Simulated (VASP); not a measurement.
## SrMg3O4: relaxation of cell and atoms with PBEsol

SrMg3O4:

```
CELL_PARAMETERS angstrom
3.30150 0.00000 0.00000
0.00000 3.30150 0.00000
0.00000 0.00000 8.97961
ATOMIC_POSITIONS crystal
Sr 0.00000 0.00000 0.00000
Mg 0.50000 0.50000 0.72765
Mg 0.00000 0.00000 0.50000
Mg 0.50000 0.50000 0.27235
O 0.00000 0.00000 0.27498
O 0.50000 0.50000 0.00000
O 0.00000 0.00000 0.72502
O 0.50000 0.50000 0.50000
```

```yaml
Program: VASP 6.6.1
Task: relaxation of cell and atoms
Functional: PBEsol
Potentials_or_basis: VASP PAW PBE potentials, release 64 (Sr_sv, Mg, O)
Cutoff: 600 eV
k_mesh: 8 × 8 × 4
Occupations: gaussian, width 0.02 eV
Spin: no spin polarisation
Dipole_correction: no
Further_INCAR_settings: ALGO = Normal; EDIFF = 1e-07; IBRION = 2; EDIFFG = -0.005; NSW = 100; ISIF = 3
```

```json
{
  "Relaxed volume": "11.79 Å³/atom",
  "Relaxed cell": "a = 3.261 Å, b = 3.261 Å, c = 8.872 Å, α = 90.00°, β = 90.00°, γ = 90.00°",
  "Space group after relaxing (to 0.05 Å)": "P4/mmm (No. 123)",
  "Energy gained by relaxing": "6.2 meV/atom",
  "Ionic steps": "9",
  "Pressure after relaxing": "0.0 GPa",
  "Largest force after relaxing": "0.005 eV/Å",
  "Band gap on the k mesh": "2.17 eV, indirect (least direct gap 2.44 eV)"
}
```

Forces on the atoms (eV/Å):
```
Sr   0.000  0.000  0.000
Mg   0.000  0.000  0.005
Mg   0.000  0.000  0.000
Mg   0.000  0.000 -0.005
O    0.000  0.000  0.002
O    0.000  0.000  0.000
O    0.000  0.000 -0.002
O    0.000  0.000  0.000
```

The path:
| step | energy change (eV) | largest force (eV/Å) | pressure (GPa) | volume (Å³) |
| --- | --- | --- | --- | --- |
| 1 | 0.0000 | 0.1172 | -4.38 | 97.88 |
| 2 | -0.0421 | 0.1538 | 1.74 | 93.22 |
| 3 | -0.0491 | 0.0752 | -0.05 | 94.45 |
| 4 | -0.0497 | 0.0255 | -0.01 | 94.37 |
| 5 | -0.0497 | 0.0322 | 0.00 | 94.35 |
| 6 | -0.0498 | 0.0074 | 0.00 | 94.34 |
| 7 | -0.0498 | 0.0091 | 0.00 | 94.34 |
| 8 | -0.0498 | 0.0092 | 0.00 | 94.34 |
| 9 | -0.0498 | 0.0049 | 0.00 | 94.33 |

Final structure:
```
Sr Mg O
1.0
     3.26073    0.00000    0.00000
     0.00000    3.26073    0.00000
     0.00000    0.00000    8.87205
Sr Mg O
1 3 4
Direct
  0.00000 0.00000 0.00000
  0.50000 0.50000 0.72782
  0.00000 0.00000 0.50000
  0.50000 0.50000 0.27218
  0.00000 0.00000 0.27494
  0.50000 0.50000 0.00000
  0.00000 0.00000 0.72506
  0.50000 0.50000 0.50000
```

Levels at points of the mesh, in eV from the valence-band top:
```csv
k point,band 16,band 17,band 18,band 19,band 20,band 21,band 22,band 23,band 24,band 25
"(0.00, 0.00, 0.00)",-1.14,-1.09,-1.09,-0.27,-0.27,2.17,3.85,4.86,5.85,7.72
"(0.50, 0.00, 0.00)",-1.85,-1.67,-1.62,-1.58,-1.53,5.83,6.17,6.32,6.60,6.90
"(0.50, 0.50, 0.00)",-2.14,-2.12,-1.58,0.00,0.00,4.71,4.71,6.09,8.19,8.46
"(0.00, 0.00, 0.50)",-1.74,-1.13,-1.13,-0.28,-0.28,3.29,3.37,3.86,6.75,7.43
"(0.50, 0.00, 0.50)",-1.93,-1.68,-1.61,-1.58,-1.30,5.81,6.10,6.34,6.55,7.09
"(0.50, 0.50, 0.50)",-2.26,-2.20,-1.93,-0.01,-0.01,4.84,4.84,6.58,7.36,8.88
```

Run time: 10 min on 1 thread of Intel(R) Xeon(R) Platinum 8488C (Sapphire Rapids), with other jobs on the host, peak memory 0.32 GiB.

Caveat: the PAW data sets were made with another functional, which shifts forces and pressure a little. A k mesh can miss the band edges.
